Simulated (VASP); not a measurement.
# Mg2H2O3 (P-3m1) in VASP: a series of runs, part 2 of 2

VASP 6.6.1. The steps go on from the part before.

## 4. Single point, PBEsol

INCAR

```
SYSTEM = Mg2H2O3
ALGO     = Normal         ! electronic algorithm
EDIFF    = 1E-6           ! SCF threshold, eV
ENCUT    = 520            ! plane-wave cutoff, eV
GGA      = PS             ! functional
ISIF     = 2              ! what is computed and relaxed
ISMEAR   = 0              ! smearing method
LASPH    = .TRUE.         ! aspherical terms in the spheres
LCHARG   = .FALSE.        ! write CHGCAR
LREAL    = .FALSE.        ! projectors in reciprocal space
LWAVE    = .FALSE.        ! write WAVECAR
NBANDS   = 21             ! bands
NELM     = 60             ! most SCF steps
PREC     = Accurate       ! precision mode
SIGMA    = 0.02           ! smearing width, eV
```

KPOINTS

```
k-points
0
G
  12 12 4
  0 0 0
```

POSCAR

```
Mg2H2O3
1.0
    3.0650094325      0.0000000000      0.0000000000
   -1.5325047163      2.6543760314      0.0000000000
    0.0000000000      0.0000000000      7.2844478007
Mg H O
2 2 3
Direct
    0.6666666667      0.3333333333      0.8331992713
    0.3333333333      0.6666666667      0.1668007287
    0.3333333333      0.6666666667      0.5556850730
    0.6666666667      0.3333333333      0.4443149270
    0.3333333333      0.6666666667      0.6889085455
    0.6666666667      0.3333333333      0.3110914545
    0.0000000000      0.0000000000      0.0000000000
```

Potentials or basis: VASP PAW PBE potentials, release 64 (Mg, H, O).

Command:

```console
$ cat potpaw_PBE.64/Mg/POTCAR potpaw_PBE.64/H/POTCAR potpaw_PBE.64/O/POTCAR > POTCAR
$ mpirun -np 1 vasp_std > vasp.out
```

OUTCAR:

```text
SYSTEM = Mg2H2O3
   EDIFF = 1E-6
   ENCUT = 520
   GGA = PS
   ISIF = 2
   ISMEAR = 0
   LASPH = .TRUE.
   LREAL = .FALSE.
   NELM = 60
   PREC = Accurate

 ion  position               nearest neighbor table
   1  0.667  0.333  0.833-   5 2.06   5 2.06   5 2.06   7 2.15   7 2.15   7 2.15   2 3.01   2 3.01
                             2 3.01
   2  0.333  0.667  0.167-   6 2.06   6 2.06   6 2.06   7 2.15   7 2.15   7 2.15   1 3.01   1 3.01
                             1 3.01
   3  0.333  0.667  0.556-   5 0.97
   4  0.667  0.333  0.444-   6 0.97
   5  0.333  0.667  0.689-   3 0.97   1 2.06   1 2.06   1 2.06
   6  0.667  0.333  0.311-   4 0.97   2 2.06   2 2.06   2 2.06
   7  0.000  0.000  0.000-   1 2.15   2 2.15   1 2.15   2 2.15   1 2.15   2 2.15

  LATTYP: Found a hexagonal cell.
 ALAT       =     3.0650094325
 C/A-ratio  =     2.3766477595

  Lattice vectors:

 A1 = (   3.0650094325,   0.0000000000,   0.0000000000)
 A2 = (  -1.5325047163,   2.6543760314,   0.0000000000)
 A3 = (   0.0000000000,   0.0000000000,   7.2844478007)

Analysis of symmetry for initial positions (statically):
=====================================================================
 Subroutine PRICEL returns:
 Original cell was already a primitive cell.

 Routine SETGRP: Setting up the symmetry group for a
 hexagonal supercell.

 Subroutine GETGRP returns: Found 12 space group operations
 (whereof 12 operations were pure point group operations)
 out of a pool of 24 trial point group operations.

The static configuration has the point symmetry D_3d.

Analysis of symmetry for dynamics (positions and initial velocities):
=====================================================================
 Subroutine PRICEL returns:
 Original cell was already a primitive cell.

 Routine SETGRP: Setting up the symmetry group for a
 hexagonal supercell.

 Subroutine GETGRP returns: Found 12 space group operations
 (whereof 12 operations were pure point group operations)
[... 136 lines left out ...]
   LORBIT       =      0    0 simple, 1 ext, 2 COOP (PROOUT), +10 PAW based schemes
   GGA     = PS    functional components
   LHFCALC =     F    Hartree Fock is set to
   AEXX    =    0.0000 exact exchange contribution
   IVDW    =     0    specifies the selected vdW correction
   LEPSILON=     F    determine dielectric tensor
   LRPA    =     F    only Hartree local field effects (RPA)
 non-spin polarized calculation
 Gauss-broadening in eV      SIGMA  =   0.02
  energy-cutoff  :      520.00
  volume of cell :       59.26
 maximum number of plane-waves:      1612
 NGX is ok and might be reduce to    24
   NGX = 11   NGY = 11   NGZ = 27

 number of electron      24.0000006 magnetization

 Free energy of the ion-electron system (eV)
  ---------------------------------------------------
  ext. energy  EPLUGINS =         0.00000000
  ---------------------------------------------------
  free energy    TOTEN  =       -39.98399849 eV

  energy without entropy =      -39.98399849  energy(sigma->0) =      -39.98399849

 E-fermi :   1.4649     XC(G=0): -10.3570

 val. band max:        1.3655488731   @ k =   0.0000   0.0000   0.0000
 cond. band min:       5.2187551218   @ k =   0.0000   0.0000   0.0000
 fundamental gap:      3.8532062487
 Fermi energy:         1.4648606213

 k-point     1 :       0.0000    0.0000    0.0000
  band No.  band energies     occupation
      1     -17.1839      2.00000
      2     -16.5463      2.00000
      3     -14.6425      2.00000
      4      -5.2456      2.00000
      5      -4.4300      2.00000
      6       0.2156      2.00000
[... 565 lines left out ...]
     20      16.6166      0.00000
     21      17.7059      0.00000

 [... further k-points ...]

------------------------ aborting loop because EDIFF is reached ----------------------------------------

  FORCE on cell =-STRESS in cart. coord.  units (eV):
  Direction    XX          YY          ZZ          XY          YZ          ZX
  --------------------------------------------------------------------------------------
  -------------------------------------------------------------------------------------
  Total       -0.2249874     -0.2249874      0.1127549      0.0000000      0.0000000     -0.0000000
  in kB       -6.0824395     -6.0824395      3.0482826      0.0000000      0.0000000     -0.0000000
  external PRESSURE =      -3.0388655 kB  Pullay stress =       0.0000000 kB

 VOLUME and BASIS-vectors are now :
 -----------------------------------------------------------------------------
  energy-cutoff  :      520.00
  volume of cell :       59.26
      direct lattice vectors                 reciprocal lattice vectors
     3.065009433  0.000000000  0.000000000     0.326263270  0.188368187  0.000000000
    -1.532504716  2.654376031  0.000000000     0.000000000  0.376736374  0.000000000
     0.000000000  0.000000000  7.284447801     0.000000000  0.000000000  0.137278765

 POSITION                                       TOTAL-FORCE (eV/Angst)
 -----------------------------------------------------------------------------------
      1.53250      0.88479      6.06940        -0.000000      0.000000      0.009077
     -0.00000      1.76958      1.21505         0.000000     -0.000000     -0.009077
     -0.00000      1.76958      4.04786        -0.000000     -0.000000     -0.140370
      1.53250      0.88479      3.23659        -0.000000      0.000000      0.140370
     -0.00000      1.76958      5.01832        -0.000000      0.000000      0.144861
      1.53250      0.88479      2.26613         0.000000      0.000000     -0.144861
      0.00000      0.00000      0.00000        -0.000000      0.000000     -0.000000
 -----------------------------------------------------------------------------------
    total drift:                               -0.000000      0.000000      0.000000

  FREE ENERGIE OF THE ION-ELECTRON SYSTEM (eV)
  ---------------------------------------------------
  free  energy   TOTEN  =       -39.9839984938 eV

  energy  without entropy=      -39.9839984938  energy(sigma->0) =      -39.98399849
```

OSZICAR:

```text
N       E                     dE             d eps       ncg     rms          rms(c)
DAV:   1     0.879950781193E+02    0.87995E+02   -0.11765E+04  2898   0.103E+03
DAV:   2    -0.388483647241E+02   -0.12684E+03   -0.12240E+03  3470   0.222E+02
DAV:   3    -0.446330201415E+02   -0.57847E+01   -0.57599E+01  3614   0.480E+01
DAV:   4    -0.446626842869E+02   -0.29664E-01   -0.29660E-01  3289   0.385E+00
DAV:   5    -0.446628520505E+02   -0.16776E-03   -0.16776E-03  3582   0.284E-01    0.123E+01
DAV:   6    -0.401353551597E+02    0.45275E+01   -0.14011E+01  3113   0.244E+01    0.424E+00
DAV:   7    -0.400461112977E+02    0.89244E-01   -0.25606E-01  3223   0.377E+00    0.269E+00
DAV:   8    -0.399839614515E+02    0.62150E-01   -0.91524E-02  3648   0.340E+00    0.338E-01
DAV:   9    -0.399837135522E+02    0.24790E-03   -0.99270E-03  3293   0.710E-01    0.158E-01
DAV:  10    -0.399839267395E+02   -0.21319E-03   -0.11020E-03  3378   0.221E-01    0.684E-02
DAV:  11    -0.399840386300E+02   -0.11189E-03   -0.39937E-04  3333   0.191E-01    0.511E-02
DAV:  12    -0.399839975537E+02    0.41076E-04   -0.21558E-04  3752   0.126E-01    0.115E-02
DAV:  13    -0.399839988570E+02   -0.13033E-05   -0.19263E-05  3248   0.331E-02    0.609E-03
DAV:  14    -0.399839984938E+02    0.36316E-06   -0.33828E-06  3456   0.183E-02
   1 F= -.39983998E+02 E0= -.39983998E+02  d E =-.772829E-15
```

stdout:

```text
POSCAR found type information on POSCAR MgH O
 POSCAR found :  3 types and       7 ions
 scaLAPACK will be used
 -----------------------------------------------------------------------------
|                                                                             |
|                                                                             |
|     You enforced a specific xc type in the INCAR file but a different       |
|     I HOPE YOU KNOW WHAT YOU ARE DOING!                                     |
|                                                                             |
 -----------------------------------------------------------------------------

 LDA part: xc-table for (Slater+PW92), standard interpolation
 POSCAR, INCAR and KPOINTS ok, starting setup
 FFT: planning ... GRIDC
 FFT: planning ... GRID_SOFT
 FFT: planning ... GRID
 WAVECAR not read
 entering main loop
```

It took 44 s on 1 thread of Intel Xeon Platinum 8559C (Emerald Rapids), shared host; peak memory 0.22 GiB.

Results:

| Property | Result |
| --- | --- |
| Free energy | -39.9840 eV |
| Pressure | -0.3 GPa |
| Largest force | 0.145 eV/Å |
| Band gap on the k mesh | 3.85 eV |

Forces on the atoms (eV/Å):
```
Mg   0.000  0.000  0.009
Mg   0.000  0.000 -0.009
H    0.000  0.000 -0.140
H    0.000  0.000  0.140
O    0.000  0.000  0.145
O    0.000  0.000 -0.145
O    0.000  0.000  0.000
```

Levels at points of the mesh, in eV from the valence-band top:
| k point | band 10 | band 11 | band 12 | band 13 | band 14 | band 15 |
| --- | --- | --- | --- | --- | --- | --- |
| (0.00, 0.00, 0.00) | -0.82 | 0.00 | 0.00 | 3.85 | 6.92 | 8.23 |
| (0.50, 0.00, 0.00) | -1.12 | -0.85 | -0.60 | 7.63 | 8.05 | 9.10 |
| (0.00, 0.00, 0.50) | -0.70 | -0.02 | -0.02 | 4.72 | 6.05 | 8.08 |
| (0.50, 0.00, 0.50) | -1.34 | -0.80 | -0.53 | 7.01 | 8.51 | 9.52 |

Caveat: the PAW data sets were made with another functional, which shifts forces and pressure a little. PBEsol gaps usually lie below the measured ones, often by a third to a half.

## 5. The runs side by side

| cell | k mesh | smearing | gap on the mesh (eV) | pressure (GPa) | largest force (eV/Å) |
| --- | --- | --- | --- | --- | --- |
| a = 3.066, b = 3.066, c = 7.285 Å, angles 90.0, 90.0, 120.0°, 7 atoms, atomic positions A | 6 × 6 × 4 | gaussian 0.1 eV | 3.85 | -0.3 | 0.16 |
| a = 3.085, b = 3.085, c = 7.710 Å, angles 90.0, 90.0, 120.0°, 7 atoms, atomic positions B | 6 × 6 × 4 | gaussian 0.1 eV | 3.54 | -6.6 | 0.82 |
| a = 3.065, b = 3.065, c = 7.284 Å, angles 90.0, 90.0, 120.0°, 7 atoms, atomic positions C | 12 × 12 × 4 | gaussian 0.02 eV | 3.85 | -0.3 | 0.14 |

Alike in all rows: task single point; level PBEsol; potentials or basis VASP PAW PBE potentials, release 64 (Mg, H, O); no spin polarisation; cutoff (eV) 520.

Caveats: the PAW data sets were made with another functional, which shifts forces and pressure a little; the stress differs along the axes, from -12 to -4 GPa (at least some runs).

Absolute energies hang on the potentials; compare differences alone.
